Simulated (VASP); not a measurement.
Crystal: GaN.

```xyz
4
Lattice="3.1800 0.0000 0.0000 -1.5900 2.7540 0.0000 0.0000 0.0000 5.1660" Properties=species:S:1:pos:R:3 pbc="T T T"
Ga    1.5900    0.9180    2.5830
Ga    0.0000    1.8360    0.0000
N     1.5900    0.9180    4.5203
N     0.0000    1.8360    1.9373
```

Base run:

```yaml
Program: VASP 6.6.1
Functional: PBE0
Potentials_or_basis: VASP PAW PBE potentials, release 64 (Ga_d, N)
Cutoff: 520 eV
k_mesh: 6 × 6 × 3
Occupations: fermi-dirac, width 0.05 eV
Spin: no spin polarisation
```

Its results: band gap on the k mesh 3.97 eV; pressure 0.8 GPa; largest force 0.153 eV/Å.

Problem. After a change of settings the same cell gave: band gap on the k mesh 4.25 eV; pressure -1.5 GPa; largest force 0.154 eV/Å. Which change was it?
A. functional from PBE0 to r2SCAN-based global hybrid with 10 % exact exchange; share of exact exchange from 0.25 to 0.1
B. functional from PBE0 to b88 exchange, pbe correlation; cutoff from 520 eV to 600 eV; k mesh from 6 × 6 × 3 to 10 × 10 × 5
C. functional from PBE0 to r2SCAN-based global hybrid with 25 % exact exchange
D. functional from PBE0 to PBE exchange alone; k mesh from 6 × 6 × 3 to 10 × 10 × 5

Solution. C.

Caveats: the PAW data sets were made with another functional, which shifts forces and pressure a little.
